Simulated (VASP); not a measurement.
# Si2Ni in VASP: further runs

Runs on Si2Ni. Level: PBE. Tasks: single point.

Program: VASP 6.6.1. These are calculated values, not measurements. Logs are shortened: lines on timing, memory, paths and dates and some standing lists are left out, and cuts for length are marked.

## 1. The cell of the first run

Symmetry: Fm-3m, No. 225, cubic system. Conventional cell: a = 5.447 Å, b = 5.447 Å, c = 5.447 Å, α = 90.00°, β = 90.00°, γ = 90.00°. Si (site symmetry -43m) has 4 Ni at 2.36 Å and 6 Si at 2.72 Å within 3.1 Å. Within 3.1 Å of Ni (site symmetry m-3m) lie 8 Si at 2.36 Å.

## 2. Single point, PBE

File INCAR:

```
SYSTEM = Si2Ni
PREC = Accurate ; ENCUT = 520
EDIFF = 1E-6 ; ISMEAR = 0
SIGMA = 0.1 ; LREAL = .FALSE.
LASPH = .TRUE. ; NELM = 80
ALGO = Normal ; ISIF = 2
LWAVE = .FALSE. ; LCHARG = .FALSE.
GGA = PE ; NBANDS = 16
```

File KPOINTS:

```
regular mesh
0
G
  14 14 14
  0 0 0
```

File POSCAR:

```
Si2Ni
1.0
    0.0000000000      2.7233944511      2.7233944511
    2.7233944511      0.0000000000      2.7233944511
    2.7233944511      2.7233944511      0.0000000000
Si Ni
2 1
Direct
    0.2500000000      0.2500000000      0.2500000000
    0.7500000000      0.7500000000      0.7500000000
    0.0000000000      0.0000000000      0.0000000000
```

Potentials or basis: VASP PAW PBE potentials, release 64 (Si, Ni).

Started as:

```bash
$ cat potpaw_PBE.64/Si/POTCAR potpaw_PBE.64/Ni/POTCAR > POTCAR
$ mpirun -np 1 vasp_std > vasp.out
```

OUTCAR:

```text
SYSTEM = Si2Ni
   PREC = Accurate
   ENCUT = 520
   EDIFF = 1E-6
   ISMEAR = 0
   LREAL = .FALSE.
   LASPH = .TRUE.
   NELM = 80
   ISIF = 2
   GGA = PE

 ion  position               nearest neighbor table
   1  0.250  0.250  0.250-   3 2.36   3 2.36   3 2.36   3 2.36   2 2.72   2 2.72   2 2.72   2 2.72
                             2 2.72   2 2.72
   2  0.750  0.750  0.750-   3 2.36   3 2.36   3 2.36   3 2.36   1 2.72   1 2.72   1 2.72   1 2.72
                             1 2.72   1 2.72
   3  0.000  0.000  0.000-   2 2.36   2 2.36   2 2.36   1 2.36   2 2.36   1 2.36   1 2.36   1 2.36

  LATTYP: Found a face centered cubic cell.
 ALAT       =     5.4467889022

  Lattice vectors:

 A1 = (   0.0000000000,   2.7233944511,   2.7233944511)
 A2 = (   2.7233944511,   0.0000000000,   2.7233944511)
 A3 = (   2.7233944511,   2.7233944511,   0.0000000000)

Analysis of symmetry for initial positions (statically):
=====================================================================
 Subroutine PRICEL returns:
 Original cell was already a primitive cell.

 Routine SETGRP: Setting up the symmetry group for a
 face centered cubic supercell.

 Subroutine GETGRP returns: Found 48 space group operations
 (whereof 48 operations were pure point group operations)
 out of a pool of 48 trial point group operations.

The static configuration has the point symmetry O_h .

Analysis of symmetry for dynamics (positions and initial velocities):
=====================================================================
 Subroutine PRICEL returns:
 Original cell was already a primitive cell.

 Routine SETGRP: Setting up the symmetry group for a
 face centered cubic supercell.

 Subroutine GETGRP returns: Found 48 space group operations
 (whereof 48 operations were pure point group operations)
 out of a pool of 48 trial point group operations.

The dynamic configuration has the point symmetry O_h .

 Subroutine INISYM returns: Found 48 space group operations
 (whereof 48 operations are pure point group operations),
 and found     1 'primitive' translations

----------------------------------------------------------------------------------------

                                     Primitive cell

  volume of cell :      40.3982

  direct lattice vectors                    reciprocal lattice vectors
     0.000000000  2.723394451  2.723394451    -0.183594411  0.183594411  0.183594411
     2.723394451  0.000000000  2.723394451     0.183594411 -0.183594411  0.183594411
     2.723394451  2.723394451  0.000000000     0.183594411  0.183594411 -0.183594411

  length of vectors
     3.851461368  3.851461368  3.851461368     0.317994848  0.317994848  0.317994848

  position of ions in fractional coordinates (direct lattice)
     0.250000000  0.250000000  0.250000000
     0.750000000  0.750000000  0.750000000
     0.000000000  0.000000000  0.000000000

  ion indices of the primitive-cell ions
   primitive index   ion index
                 1           1
                 2           2
                 3           3

----------------------------------------------------------------------------------------

 KPOINTS: regular mesh

Automatic generation of k-mesh.
 Grid dimensions read from file:
 generate k-points for:   14   14   14

 Generating k-lattice:

  Cartesian coordinates                     Fractional coordinates (reciprocal lattice)
    -0.013113886  0.013113886  0.013113886     0.071428571  0.000000000  0.000000000
     0.013113886 -0.013113886  0.013113886     0.000000000  0.071428571  0.000000000
     0.013113886  0.013113886 -0.013113886     0.000000000  0.000000000  0.071428571

  Length of vectors
     0.022713918  0.022713918  0.022713918

  Shift w.r.t. Gamma in fractional coordinates (k-lattice)
     0.000000000  0.000000000  0.000000000

 Subroutine IBZKPT returns following result:
 ===========================================

 Found    104 irreducible k-points:

 Following reciprocal coordinates:
            Coordinates               Weight
  0.000000  0.000000  0.000000      1.000000
  0.071429  0.000000  0.000000      8.000000
  0.142857  0.000000  0.000000      8.000000
  0.214286  0.000000  0.000000      8.000000
  0.285714  0.000000  0.000000      8.000000
  0.357143  0.000000  0.000000      8.000000
[... 16 lines left out ...]
  0.214286  0.142857  0.000000     24.000000
  0.285714  0.142857  0.000000     24.000000
 [... further k-points ...]
   k-points           NKPTS =    104   k-points in BZ     NKDIM =    104   number of bands    NBANDS=     16
   number of dos      NEDOS =    301   number of ions     NIONS =      3
   total plane-waves  NPLWV =  27000
   dimension x,y,z NGX =    30 NGY =   30 NGZ =   30
   dimension x,y,z NGXF=    60 NGYF=   60 NGZF=   60
   ions per type =               2   1
   NGX,Y,Z   is equivalent  to a cutoff of  12.95, 12.95, 12.95 a.u.
   NGXF,Y,Z  is equivalent  to a cutoff of  25.90, 25.90, 25.90 a.u.
 SYSTEM =  Si2Ni
   PREC   = accura    normal or accurate (medium, high low for compatibility)
   ISTART =      0    job   : 0-new  1-cont  2-samecut
   ICHARG =      2    charge: 1-file 2-atom 10-const
   ISPIN  =      1    spin polarized calculation?
   LNONCOLLINEAR =      F non collinear calculations
   LSORBIT =      F    spin-orbit coupling
   LASPH  =      T    aspherical Exc in radial PAW
   ENCUT  =  520.0 eV  38.22 Ry    6.18 a.u.   7.16  7.16  7.16*2*pi/ulx,y,z
   NELM   =     80;   NELMIN=  2; NELMDL= -5     # of ELM steps
   EDIFF  = 0.1E-05   stopping-criterion for ELM
   LREAL  =      F    real-space projection
   EDIFFG = 0.1E-04   stopping-criterion for IOM
   NSW    =      0    number of steps for IOM
   IBRION =     -1    ionic relax: 0-MD 1-quasi-New 2-CG
   NFREE  =      0    steps in history (QN), initial steepest desc. (CG)
   ISIF   =      2    stress and relaxation
   ISYM   =      2    0-nonsym 1-usesym 2-fastsym
   POTIM  = 0.5000    time-step for ionic-motion
   TEBEG  =    0.0;   TEEND  =   0.0 temperature during run
   PSTRESS=    0.0 pullay stress
   NELECT =      18.0000    total number of electrons
   NUPDOWN=      -1.0000    fix difference up-down
   EMIN   =  10.00;   EMAX   =-10.00  energy-range for DOS
   EFERMI =   0.00;   METHOD = LEGACY
   ISMEAR =     0;   SIGMA  =   0.10  broadening in eV -4-tet -1-fermi 0-gaus
   EFERMI_NEDOS =   21; number of points for ismear=-14 and -15
   IALGO  =     38    algorithm
   IMIX   =      4    mixing-type and parameters
     AMIX     =   0.40;   BMIX     =  1.00
     AMIX_MAG =   1.60;   BMIX_MAG =  1.00
  volume/ion in A,a.u.               =      13.47        90.87
  Fermi-wavevector in a.u.,A,eV,Ry     =   1.250389  2.362892 21.272334  1.563472
  Thomas-Fermi vector in A             =   2.384385
   LORBIT       =      0    0 simple, 1 ext, 2 COOP (PROOUT), +10 PAW based schemes
   GGA     = PE    functional components
   LHFCALC =     F    Hartree Fock is set to
   AEXX    =    0.0000 exact exchange contribution
   IVDW    =     0    specifies the selected vdW correction
   LEPSILON=     F    determine dielectric tensor
   LRPA    =     F    only Hartree local field effects (RPA)
 non-spin polarized calculation
 Gauss-broadening in eV      SIGMA  =   0.10
  energy-cutoff  :      520.00
  volume of cell :       40.40
 maximum number of plane-waves:      1106
 NGX is ok and might be reduce to    30
   NGX = 15   NGY = 15   NGZ = 15

 number of electron      17.9999991 magnetization

 Free energy of the ion-electron system (eV)
  ---------------------------------------------------
  ext. energy  EPLUGINS =         0.00000000
  ---------------------------------------------------
  free energy    TOTEN  =       -17.37226157 eV

  energy without entropy =      -17.36820453  energy(sigma->0) =      -17.37023305

 E-fermi :  10.1382     XC(G=0): -11.4831

 val. band max:       10.0563985499   @ k =   0.4286   0.2857   0.0000
 cond. band min:      10.1579651527   @ k =  -0.4286   0.4286   0.0714
 fundamental gap:      0.1015666027
 Fermi energy:        10.1382256163

 k-point     1 :       0.0000    0.0000    0.0000
  band No.  band energies     occupation
      1      -3.5162      2.00000
      2       5.0711      2.00000
      3       5.0711      2.00000
      4       5.0711      2.00000
      5       6.7417      2.00000
      6       6.7417      2.00000
[... 8 lines left out ...]
     15      14.7996      0.00000
     16      14.7996      0.00000

 k-point     2 :       0.0714    0.0000    0.0000
  band No.  band energies     occupation
      1      -3.4419      2.00000
      2       4.9093      2.00000
      3       5.0950      2.00000
      4       5.0950      2.00000
      5       6.7276      2.00000
      6       6.7276      2.00000
[... 8 lines left out ...]
     15      14.5133      0.00000
     16      14.6698      0.00000

 k-point     3 :       0.1429    0.0000    0.0000
  band No.  band energies     occupation
      1      -3.2195      2.00000
      2       4.4537      2.00000
      3       5.1623      2.00000
      4       5.1623      2.00000
      5       6.6938      2.00000
      6       6.6938      2.00000
[... 8 lines left out ...]
     15      14.4026      0.00000
     16      14.7435      0.00000

 k-point     4 :       0.2143    0.0000    0.0000
  band No.  band energies     occupation
      1      -2.8521      2.00000
      2       3.7614      2.00000
      3       5.2589      2.00000
      4       5.2589      2.00000
      5       6.6652      2.00000
      6       6.6652      2.00000
[... 8 lines left out ...]
     15      15.0864      0.00000
     16      15.7087      0.00000

 k-point     5 :       0.2857    0.0000    0.0000
  band No.  band energies     occupation
      1      -2.3449      2.00000
      2       2.8945      2.00000
      3       5.3602      2.00000
      4       5.3602      2.00000
      5       6.6754      2.00000
      6       6.6754      2.00000
[... 8 lines left out ...]
     15      16.0999      0.00000
     16      16.7395      0.00000

 k-point     6 :       0.3571    0.0000    0.0000
  band No.  band energies     occupation
      1      -1.7074      2.00000
      2       1.9304      2.00000
      3       5.4384      2.00000
      4       5.4384      2.00000
      5       6.7482      2.00000
      6       6.7482      2.00000
[... 8 lines left out ...]
     15      17.2616      0.00000
     16      17.8529      0.00000
[... 267 lines left out ...]
 k-point    21 :      -0.0714    0.0714    0.0000
  band No.  band energies     occupation
      1      -3.3181      2.00000
      2       4.6858      2.00000
      3       5.0790      2.00000
      4       5.1585      2.00000
      5       6.6671      2.00000
      6       6.7434      2.00000
[... 8 lines left out ...]
     15      14.2105      0.00000
     16      15.1116      0.00000

 k-point    22 :       0.1429    0.1429    0.0000
  band No.  band energies     occupation
      1      -3.1207      2.00000
      2       4.5084      2.00000
      3       5.1082      2.00000
      4       5.1082      2.00000
      5       6.4882      2.00000
      6       6.8127      2.00000
[... 8 lines left out ...]
     15      15.5199      0.00000
     16      15.5199      0.00000

 k-point    23 :       0.2143    0.1429    0.0000
  band No.  band energies     occupation
      1      -2.8512      2.00000
      2       4.1241      2.00000
      3       5.1500      2.00000
      4       5.1761      2.00000
      5       6.3445      2.00000
      6       6.8395      2.00000
[... 8 lines left out ...]
     15      16.1987      0.00000
     16      16.2889      0.00000

 k-point    24 :       0.2857    0.1429    0.0000
  band No.  band energies     occupation
      1      -2.4392      2.00000
      2       3.4943      2.00000
      3       5.2256      2.00000
      4       5.2713      2.00000
      5       6.2195      2.00000
      6       6.8671      2.00000
[... 8 lines left out ...]
     15      17.1626      0.00000
     16      17.3747      0.00000

 [... further k-points ...]

------------------------ aborting loop because EDIFF is reached ----------------------------------------

  FORCE on cell =-STRESS in cart. coord.  units (eV):
  Direction    XX          YY          ZZ          XY          YZ          ZX
  --------------------------------------------------------------------------------------
  -------------------------------------------------------------------------------------
  Total       -0.0342628     -0.0342628     -0.0342628      0.0000000      0.0000000      0.0000000
  in kB       -1.3588517     -1.3588517     -1.3588517      0.0000000      0.0000000      0.0000000
  external PRESSURE =      -1.3588517 kB  Pullay stress =       0.0000000 kB

 VOLUME and BASIS-vectors are now :
 -----------------------------------------------------------------------------
  energy-cutoff  :      520.00
  volume of cell :       40.40
      direct lattice vectors                 reciprocal lattice vectors
     0.000000000  2.723394451  2.723394451    -0.183594411  0.183594411  0.183594411
     2.723394451  0.000000000  2.723394451     0.183594411 -0.183594411  0.183594411
     2.723394451  2.723394451  0.000000000     0.183594411  0.183594411 -0.183594411

 POSITION                                       TOTAL-FORCE (eV/Angst)
 -----------------------------------------------------------------------------------
      1.36170      1.36170      1.36170        -0.000000      0.000000     -0.000000
      4.08509      4.08509      4.08509         0.000000     -0.000000     -0.000000
      0.00000      0.00000      0.00000         0.000000      0.000000      0.000000
 -----------------------------------------------------------------------------------
    total drift:                                0.000000     -0.000000     -0.000000

  FREE ENERGIE OF THE ION-ELECTRON SYSTEM (eV)
  ---------------------------------------------------
  free  energy   TOTEN  =       -17.3722615690 eV

  energy  without entropy=      -17.3682045349  energy(sigma->0) =      -17.37023305
```

Run time: 33 s. Hardware: 1 thread of Intel Xeon 6975P-C (Granite Rapids), shared host; peak memory 0.21 GiB.

What came out:

```
Free energy            : -17.3723 eV
Pressure               : -0.1 GPa
Band gap on the k mesh : zero (bands 9 and 10 overlap by 2.14 eV)
```

Levels at points of the mesh, in eV from the Fermi level:
```
           k point  band 7  band 8  band 9  band 10  band 11  band 12
(0.00, 0.00, 0.00)   -0.49    1.66    1.66     1.66     2.31     2.31
(0.50, 0.00, 0.00)   -3.22   -1.40   -1.40     1.74     1.78     1.78
(0.50, 0.50, 0.00)   -3.49   -3.33   -3.01    -0.46     1.45     7.73
```

(Part 1 of 2 ends here.)
